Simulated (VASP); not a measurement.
Here is a VASP 6.6.1 calculation.

File INCAR:

```
SYSTEM = Hf
PREC = Accurate ; ENCUT = 520
EDIFF = 1E-6 ; ISMEAR = 0
SIGMA = 0.15 ; LREAL = .FALSE.
LASPH = .TRUE. ; NELM = 60
ALGO = Fast ; ISIF = 2
LWAVE = .FALSE. ; LCHARG = .FALSE.
GGA = PS ; NBANDS = 17
```

The input KPOINTS:

```
regular mesh
0
G
  18 18 10
  0 0 0
```

POSCAR

```
Hf
1.0
    3.1966985242      0.0000000000      0.0000000000
   -1.5983492621      3.0452643432      0.0000000000
    0.0000000000      0.0000000000      5.0578000000
Hf
2
Direct
    0.3333333333      0.6666666667      0.2500000000
    0.6666666667      0.3333333333      0.7500000000
```

Potentials or basis: VASP PAW PBE potentials, release 64 (Hf_pv).

Command:

```bash
$ cat potpaw_PBE.64/Hf_pv/POTCAR > POTCAR
$ mpirun -np 1 vasp_std > vasp.out
```

(1) Predict the pressure.

(2) Estimate the band gap on the k mesh.

(3) What does it give for the largest force?

Results:

(1) -11.7 GPa.

(2) zero (bands 10 and 11 overlap by 1.20 eV).

(3) 0.188 eV/Å.

Caveat: the cell differs from its parent crystal (strain +0.1000 x Voigt [0, 1, 0, 0, 0, 0]); the stress differs along the axes, from -17 to -8 GPa; the PAW data sets were made with another functional, which shifts forces and pressure a little; spin-orbit coupling is left out, which moves the levels of the heavy elements.
